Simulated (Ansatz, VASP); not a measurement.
**One calculation of Al3Cu2, two programs**

```
Al Cu
1.0
     4.05572    0.00000    0.00000
    -2.02786    3.51235    0.00000
     0.00000    0.00000    4.93155
Al Cu
3 2
Direct
  0.00000 0.00000 0.00000
  0.35169 0.66667 0.35089
  0.64831 0.33333 0.64911
  0.30286 0.66667 0.84159
  0.69714 0.33333 0.15841
```

Change from the starting cell: mode 4 frozen in at -0.124 Å, strain +e along z and -e/2 along x and y +0.0000.

Alike in both runs: task single point; functional LDA; k mesh 12 × 12 × 8; occupations gaussian, width 0.15 eV; no spin polarisation.

|  | VASP | Ansatz |
| --- | --- | --- |
| version | VASP 6.6.1 | Ansatz 0.2.0 |
| potentials or method | VASP PAW LDA potentials, release 64 (Al, Cu), cutoff 520 eV | scalar-relativistic, plane waves, PAW |
| valence electrons in the cell | 31 | 47 |

VASP gave:

- gap on the k mesh at the Fermi level (eV): none
- pressure (GPa): 1.3
- traceless stress, the component that is largest in VASP (GPa): -2.10
- rms of the force components (eV/Å): 0.196

Question: Which values does Ansatz return?

Answer: gap on the k mesh at the Fermi level (eV): none; pressure (GPa): 0.7; traceless stress, the component that is largest in VASP (GPa): -2.09; rms of the force components (eV/Å): 0.193.

Ansatz warns that its potentials were made for another functional, while VASP's fit it. LDA's correlation is that of Perdew and Zunger in VASP and of Perdew and Wang (1992) in Ansatz. Atom by atom the forces differ by 0.004 eV/Å (rms over components). A gap of «none» marks a metal or a gap that the smearing closes. VASP's potentials hold 31 valence electrons a cell and Ansatz's 47, so a difference there can come from the potentials and not from the codes.
